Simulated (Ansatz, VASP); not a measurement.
# MnPdBrF2: VASP beside Ansatz

```
Mn Pd Br F
1.0
     4.13190    0.00000    0.00000
     0.00000    4.13190    0.00000
     0.00000    0.00000    4.13190
Mn Pd Br F
1 1 1 2
Direct
  0.50000 0.50000 0.50000
  0.00000 0.00000 0.00000
  0.00000 0.00000 0.50000
  0.50000 0.00000 0.00000
  0.00000 0.50000 0.00000
```

Alike in both runs: task single point; functional PBE; k mesh 4 × 4 × 4; occupations gaussian, width 0.1 eV; collinear spin.

|  | VASP | Ansatz |
| --- | --- | --- |
| version | VASP 6.6.1 | Ansatz 0.2.0 |
| potentials or method | VASP PAW PBE potentials, release 64 (Mn_pv, Pd, Br, F), cutoff 520 eV | scalar-relativistic, plane waves, PAW |
| valence electrons in the cell | 44 | 54 |

|  | VASP | Ansatz | Ansatz less VASP |
| --- | --- | --- | --- |
| gap on the k mesh at the Fermi level (eV) | none | none | - |
| net moment per atom (μB) | 0.95 | 0.95 | +0.002 |
| size of the moment on the site where the two differ most (μB) | 4.30 | 4.41 | +0.103 |

Site moments also hang on the region over which each program counts them. A gap of «none» marks a metal or a gap that the smearing closes. The functional is the same, so the differences come from potentials, cutoffs and numerics. VASP's potentials hold 44 valence electrons a cell and Ansatz's 54, so a difference there can come from the potentials and not from the codes.

The k mesh is coarse, so the values compare programs but aren't converged.
